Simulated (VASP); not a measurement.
# PbF2 (Fluorocronite) (Fm-3m) in VASP: further runs

PbF2 (Fluorocronite) is run at these levels: LDA; tasks: single point.

Program: VASP 6.6.1. These are calculated values, not measurements. Logs are shortened: lines on timing, memory, paths and dates and some standing lists are left out, and cuts for length are marked.

### 1 The cell of the first run

The structure is cubic, space group Fm-3m (No. 225). The conventional cell has a = 5.927 Å, b = 5.927 Å, c = 5.927 Å, α = 90.00°, β = 90.00°, γ = 90.00°. Within 3.4 Å of Pb (site symmetry m-3m) lie 8 F at 2.57 Å. Within 3.4 Å of F (site symmetry -43m) lie 4 Pb at 2.57 Å and 6 F at 2.96 Å.

### 2 Single point, LDA

Contents of INCAR:

```
SYSTEM = PbF2
PREC = Accurate ; ENCUT = 600
EDIFF = 1E-6 ; ISMEAR = -1
SIGMA = 0.05 ; LREAL = .False.
LASPH = .True. ; NELM = 120
ALGO = Normal ; ISIF = 2
LWAVE = .False. ; LCHARG = .True.
LELF = .True. ; LVHAR = .True.
NBANDS = 21 ; GGA_COMPAT = .False.
```

Contents of KPOINTS:

```
regular mesh
0
Gamma
  7 7 7
  0 0 0
```

Contents of POSCAR:

```
PbF2
1.0
    0.0000000000      2.9636600000      2.9636600000
    2.9636600000      0.0000000000      2.9636600000
    2.9636600000      2.9636600000      0.0000000000
Pb F
1 2
Direct
    0.0000000000      0.0000000000      0.0000000000
    0.7500000000      0.7500000000      0.7500000000
    0.2500000000      0.2500000000      0.2500000000
```

Potentials or basis: VASP PAW LDA potentials, release 64 (Pb_d, F).

Launch:

```
$ cat potpaw_LDA.64/Pb_d/POTCAR potpaw_LDA.64/F/POTCAR > POTCAR
$ mpirun -np 1 vasp_std > vasp.out
```

OUTCAR:

```text
SYSTEM = PbF2
   PREC = Accurate
   ENCUT = 600
   EDIFF = 1E-6
   ISMEAR = -1
   LREAL = .False.
   LASPH = .True.
   NELM = 120
   ISIF = 2

 ion  position               nearest neighbor table
   1  0.000  0.000  0.000-   2 2.57   2 2.57   2 2.57   3 2.57   3 2.57   3 2.57   3 2.57   2 2.57

   2  0.750  0.750  0.750-   1 2.57   1 2.57   1 2.57   1 2.57
   3  0.250  0.250  0.250-   1 2.57   1 2.57   1 2.57   1 2.57

  LATTYP: Found a face centered cubic cell.
 ALAT       =     5.9273200000

  Lattice vectors:

 A1 = (   0.0000000000,   2.9636600000,   2.9636600000)
 A2 = (   2.9636600000,   0.0000000000,   2.9636600000)
 A3 = (   2.9636600000,   2.9636600000,   0.0000000000)

Analysis of symmetry for initial positions (statically):
=====================================================================
 Subroutine PRICEL returns:
 Original cell was already a primitive cell.

 Routine SETGRP: Setting up the symmetry group for a
 face centered cubic supercell.

 Subroutine GETGRP returns: Found 48 space group operations
 (whereof 48 operations were pure point group operations)
 out of a pool of 48 trial point group operations.

The static configuration has the point symmetry O_h .

Analysis of symmetry for dynamics (positions and initial velocities):
=====================================================================
 Subroutine PRICEL returns:
 Original cell was already a primitive cell.

 Routine SETGRP: Setting up the symmetry group for a
 face centered cubic supercell.

 Subroutine GETGRP returns: Found 48 space group operations
 (whereof 48 operations were pure point group operations)
 out of a pool of 48 trial point group operations.

The dynamic configuration has the point symmetry O_h .

 Subroutine INISYM returns: Found 48 space group operations
 (whereof 48 operations are pure point group operations),
 and found     1 'primitive' translations

----------------------------------------------------------------------------------------

                                     Primitive cell

  volume of cell :      52.0613

  direct lattice vectors                    reciprocal lattice vectors
     0.000000000  2.963660000  2.963660000    -0.168710311  0.168710311  0.168710311
     2.963660000  0.000000000  2.963660000     0.168710311 -0.168710311  0.168710311
     2.963660000  2.963660000  0.000000000     0.168710311  0.168710311 -0.168710311

  length of vectors
     4.191248166  4.191248166  4.191248166     0.292214830  0.292214830  0.292214830

  position of ions in fractional coordinates (direct lattice)
     0.000000000  0.000000000  0.000000000
     0.750000000  0.750000000  0.750000000
     0.250000000  0.250000000  0.250000000

  ion indices of the primitive-cell ions
   primitive index   ion index
                 1           1
                 2           2
                 3           3

----------------------------------------------------------------------------------------

 KPOINTS: regular mesh

Automatic generation of k-mesh.
 Grid dimensions read from file:
 generate k-points for:    7    7    7

 Generating k-lattice:

  Cartesian coordinates                     Fractional coordinates (reciprocal lattice)
    -0.024101473  0.024101473  0.024101473     0.142857143  0.000000000  0.000000000
     0.024101473 -0.024101473  0.024101473     0.000000000  0.142857143  0.000000000
     0.024101473  0.024101473 -0.024101473     0.000000000  0.000000000  0.142857143

  Length of vectors
     0.041744976  0.041744976  0.041744976

  Shift w.r.t. Gamma in fractional coordinates (k-lattice)
     0.000000000  0.000000000  0.000000000

 Subroutine IBZKPT returns following result:
 ===========================================

 Found     20 irreducible k-points:

 Following reciprocal coordinates:
            Coordinates               Weight
  0.000000  0.000000  0.000000      1.000000
  0.142857  0.000000  0.000000      8.000000
  0.285714  0.000000  0.000000      8.000000
  0.428571  0.000000  0.000000      8.000000
  0.142857  0.142857  0.000000      6.000000
  0.285714  0.142857  0.000000     24.000000
[... 12 lines left out ...]
 -0.428571  0.428571  0.142857     24.000000
 -0.285714  0.428571  0.142857     24.000000
   k-points           NKPTS =     20   k-points in BZ     NKDIM =     20   number of bands    NBANDS=     21
   number of dos      NEDOS =    301   number of ions     NIONS =      3
   total plane-waves  NPLWV =  46656
   dimension x,y,z NGX =    36 NGY =   36 NGZ =   36
   dimension x,y,z NGXF=    72 NGYF=   72 NGZF=   72
   ions per type =               1   2
   NGX,Y,Z   is equivalent  to a cutoff of  14.28, 14.28, 14.28 a.u.
   NGXF,Y,Z  is equivalent  to a cutoff of  28.56, 28.56, 28.56 a.u.
 SYSTEM =  PbF2
   PREC   = accura    normal or accurate (medium, high low for compatibility)
   ISTART =      0    job   : 0-new  1-cont  2-samecut
   ICHARG =      2    charge: 1-file 2-atom 10-const
   ISPIN  =      1    spin polarized calculation?
   LNONCOLLINEAR =      F non collinear calculations
   LSORBIT =      F    spin-orbit coupling
   LASPH  =      T    aspherical Exc in radial PAW
   ENCUT  =  600.0 eV  44.10 Ry    6.64 a.u.   8.37  8.37  8.37*2*pi/ulx,y,z
   NELM   =    120;   NELMIN=  2; NELMDL= -5     # of ELM steps
   EDIFF  = 0.1E-05   stopping-criterion for ELM
   LREAL  =      F    real-space projection
[... 7 lines left out ...]
   TEBEG  =    0.0;   TEEND  =   0.0 temperature during run
   PSTRESS=    0.0 pullay stress
   NELECT =      28.0000    total number of electrons
   NUPDOWN=      -1.0000    fix difference up-down
   EMIN   =  10.00;   EMAX   =-10.00  energy-range for DOS
   EFERMI =   0.00;   METHOD = LEGACY
   ISMEAR =    -1;   SIGMA  =   0.05  broadening in eV -4-tet -1-fermi 0-gaus
   EFERMI_NEDOS =   21; number of points for ismear=-14 and -15
   IALGO  =     38    algorithm
   IMIX   =      4    mixing-type and parameters
     AMIX     =   0.40;   BMIX     =  1.00
     AMIX_MAG =   1.60;   BMIX_MAG =  1.00
  volume/ion in A,a.u.               =      17.35       117.11
  Fermi-wavevector in a.u.,A,eV,Ry     =   1.331340  2.515869 24.115883  1.772467
  Thomas-Fermi vector in A             =   2.460359
   LORBIT       =      0    0 simple, 1 ext, 2 COOP (PROOUT), +10 PAW based schemes
   GGA     = CA    functional components
   LHFCALC =     F    Hartree Fock is set to
   AEXX    =    0.0000 exact exchange contribution
   IVDW    =     0    specifies the selected vdW correction
   LEPSILON=     F    determine dielectric tensor
   LRPA    =     F    only Hartree local field effects (RPA)
 non-spin polarized calculation
  energy-cutoff  :      600.00
  volume of cell :       52.06
 maximum number of plane-waves:      1807
 NGX is ok and might be reduce to    36
   NGX = 17   NGY = 17   NGZ = 17

 number of electron      28.0000008 magnetization

 Free energy of the ion-electron system (eV)
  ---------------------------------------------------
  ext. energy  EPLUGINS =         0.00000000
  ---------------------------------------------------
  free energy    TOTEN  =       -15.91908171 eV

  energy without entropy =      -15.91908171  energy(sigma->0) =      -15.91908171

 E-fermi :   2.6672     XC(G=0): -10.0648

 val. band max:        1.4930947252   @ k =  -0.2857   0.4286   0.1429
 cond. band min:       5.7512072493   @ k =   0.4286   0.4286   0.0000
 fundamental gap:      4.2581125241
 Fermi energy:         2.6672214518

 k-point     1 :       0.0000    0.0000    0.0000
  band No.  band energies     occupation
      1     -19.2036      2.00000
      2     -18.5326      2.00000
      3     -12.8330      2.00000
      4     -12.8330      2.00000
      5     -12.8330      2.00000
      6     -12.7602      2.00000
[... 13 lines left out ...]
     20      16.3352      0.00000
     21      18.7003      0.00000

 k-point     2 :       0.1429    0.0000    0.0000
  band No.  band energies     occupation
      1     -19.1615      2.00000
      2     -18.5712      2.00000
      3     -12.8245      2.00000
      4     -12.8245      2.00000
      5     -12.7882      2.00000
      6     -12.7601      2.00000
[... 13 lines left out ...]
     20      15.8152      0.00000
     21      17.9347      0.00000

 k-point     3 :       0.2857    0.0000    0.0000
  band No.  band energies     occupation
      1     -19.0551      2.00000
      2     -18.6668      2.00000
      3     -12.8126      2.00000
      4     -12.8126      2.00000
      5     -12.7525      2.00000
      6     -12.7525      2.00000
[... 13 lines left out ...]
     20      15.2109      0.00000
     21      16.5452      0.00000

 k-point     4 :       0.4286    0.0000    0.0000
  band No.  band energies     occupation
      1     -18.9311      2.00000
      2     -18.7789      2.00000
      3     -12.8107      2.00000
      4     -12.8107      2.00000
      5     -12.7385      2.00000
      6     -12.7385      2.00000
[... 13 lines left out ...]
     20      14.9442      0.00000
     21      15.6223      0.00000

 k-point     5 :       0.1429    0.1429    0.0000
  band No.  band energies     occupation
      1     -19.1484      2.00000
      2     -18.5827      2.00000
      3     -12.8160      2.00000
      4     -12.8160      2.00000
      5     -12.7826      2.00000
      6     -12.7667      2.00000
[... 13 lines left out ...]
     20      16.5210      0.00000
     21      17.9735      0.00000
[... 286 lines left out ...]
     20      17.1273      0.00000
     21      17.2465      0.00000

 k-point    18 :      -0.4286    0.2857    0.1429
  band No.  band energies     occupation
      1     -18.8945      2.00000
      2     -18.8030      2.00000
      3     -12.7831      2.00000
      4     -12.7749      2.00000
      5     -12.7462      2.00000
      6     -12.7069      2.00000
[... 13 lines left out ...]
     20      17.5233      0.00000
     21      17.8160      0.00000

 k-point    19 :      -0.4286    0.4286    0.1429
  band No.  band energies     occupation
      1     -18.8921      2.00000
      2     -18.7982      2.00000
      3     -12.7891      2.00000
      4     -12.7461      2.00000
      5     -12.7457      2.00000
      6     -12.7145      2.00000
[... 13 lines left out ...]
     20      16.4431      0.00000
     21      18.0441      0.00000

 k-point    20 :      -0.2857    0.4286    0.1429
  band No.  band energies     occupation
      1     -18.8481      2.00000
      2     -18.8409      2.00000
      3     -12.7830      2.00000
      4     -12.7506      2.00000
      5     -12.7471      2.00000
      6     -12.6753      2.00000
[... 13 lines left out ...]
     20      17.2738      0.00000
     21      17.7147      0.00000

------------------------ aborting loop because EDIFF is reached ----------------------------------------

  FORCE on cell =-STRESS in cart. coord.  units (eV):
  Direction    XX          YY          ZZ          XY          YZ          ZX
  --------------------------------------------------------------------------------------
  -------------------------------------------------------------------------------------
  Total       -1.4909090     -1.4909090     -1.4909090      0.0000000     -0.0000000      0.0000000
  in kB      -45.8824492    -45.8824492    -45.8824492      0.0000000     -0.0000000      0.0000000
  external PRESSURE =     -45.8824492 kB  Pullay stress =       0.0000000 kB

 VOLUME and BASIS-vectors are now :
 -----------------------------------------------------------------------------
  energy-cutoff  :      600.00
  volume of cell :       52.06
      direct lattice vectors                 reciprocal lattice vectors
     0.000000000  2.963660000  2.963660000    -0.168710311  0.168710311  0.168710311
     2.963660000  0.000000000  2.963660000     0.168710311 -0.168710311  0.168710311
     2.963660000  2.963660000  0.000000000     0.168710311  0.168710311 -0.168710311

 POSITION                                       TOTAL-FORCE (eV/Angst)
 -----------------------------------------------------------------------------------
      0.00000      0.00000      0.00000         0.000000      0.000000      0.000000
      4.44549      4.44549      4.44549         0.000000     -0.000000      0.000000
      1.48183      1.48183      1.48183        -0.000000      0.000000     -0.000000
 -----------------------------------------------------------------------------------
    total drift:                                0.000000      0.000000      0.000000

  FREE ENERGIE OF THE ION-ELECTRON SYSTEM (eV)
  ---------------------------------------------------
  free  energy   TOTEN  =       -15.9190817060 eV

  energy  without entropy=      -15.9190817060  energy(sigma->0) =      -15.91908171
```

It took 28 s on 1 thread of Intel Xeon 6975P-C, shared host; peak memory 0.18 GiB.

Results:

| Item | Value |
| --- | --- |
| Free energy | -15.9191 eV |
| Pressure | -4.6 GPa |
| Band gap on the k mesh | 4.26 eV, indirect (least direct gap 4.48 eV) |

Caveat: spin-orbit coupling is left out, which moves the levels of the heavy elements.

### 3 Single point, LDA

This run uses another cell than the first one, of 17.70 Å³/atom, 1.020 times its volume.

Contents of INCAR:

```
SYSTEM = PbF2
ALGO = Normal
EDIFF = 1E-6
ENCUT = 600
GGA = CA
GGA_COMPAT = .False.
ISIF = 2
ISMEAR = -1
LASPH = .True.
LCHARG = .True.
LELF = .True.
LREAL = .False.
LVHAR = .True.
LWAVE = .False.
NBANDS = 21
NELM = 120
PREC = Accurate
SIGMA = 0.05
```

Contents of KPOINTS:

```
k-points
0
Gamma
  7 7 7
  0 0 0
```

Contents of POSCAR:

```
PbF2
1.0
    0.0000000000      2.9832874594      2.9832874594
    2.9832874594      0.0000000000      2.9832874594
    2.9832874594      2.9832874594      0.0000000000
Pb F
1 2
Direct
    0.0000000000      0.0000000000      0.0000000000
    0.7500000000      0.7500000000      0.7500000000
    0.2500000000      0.2500000000      0.2500000000
```

Potentials or basis: VASP PAW LDA potentials, release 64 (Pb_d, F).

Launch:

```
$ cat potpaw_LDA.64/Pb_d/POTCAR potpaw_LDA.64/F/POTCAR > POTCAR
$ mpirun -np 1 vasp_std > vasp.out
```

Wall time 31 s (1 thread of Intel Xeon 6975P-C, shared host); peak memory 0.18 GiB.

It converged, with:

```
Free energy            : -15.8872 eV
Pressure               : -5.8 GPa
Band gap on the k mesh : 4.26 eV, indirect (least direct gap 4.48 eV)
```

Levels at points of the mesh, in eV from the valence-band top:
```tsv
k point	band 12	band 13	band 14	band 15	band 16	band 17
(0.00, 0.00, 0.00)	-1.87	-1.87	-1.87	6.56	6.56	6.56
```

Caveat: spin-orbit coupling is left out, which moves the levels of the heavy elements.

(Continued in part 2 of 2.)
